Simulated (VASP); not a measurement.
Na2S, 3 atoms in the cell. The structure is cubic, space group Fm-3m (No. 225). The conventional cell has a = 6.152 Å, b = 6.152 Å, c = 6.152 Å, α = 90.00°, β = 90.00°, γ = 90.00°. Within 3.5 Å of Na (site symmetry -43m) lie 4 S at 2.66 Å and 6 Na at 3.08 Å. Within 3.5 Å of S (site symmetry m-3m) lie 8 Na at 2.66 Å. 

| Property | Result |
| --- | --- |
| Program | VASP 6.6.1 |
| Task | vibrations by perturbation theory |
| Functional | PBEsol |
| Potentials or basis | VASP PAW PBE potentials, release 64 (Na_pv, S) |
| Cutoff | 500 eV |
| k mesh | 6 × 6 × 6 |
| Occupations | gaussian, width 0.01 eV |
| Spin | no spin polarisation |
| Dipole correction | no |
| Further INCAR settings | ALGO = Normal; EDIFF = 1e-08; NBANDS = 17; IBRION = 8; NSW = 1 |

Potentials or basis: VASP PAW PBE potentials, release 64 (Na_pv, S).

The run is started by

```sh
$ cat potpaw_PBE.64/Na_pv/POTCAR potpaw_PBE.64/S/POTCAR > POTCAR
$ mpirun -np 1 vasp_std > vasp.out
```

Hardware: 1 thread of Intel(R) Xeon(R) Platinum 8559C (Emerald Rapids) (shared host).

Question: How long does it take, and how much memory?

Answer: Run time: 88 s on 1 thread of Intel(R) Xeon(R) Platinum 8559C (Emerald Rapids), with other jobs on the host, peak memory 0.24 GiB. Counts: scf iterations 53, k points 16.
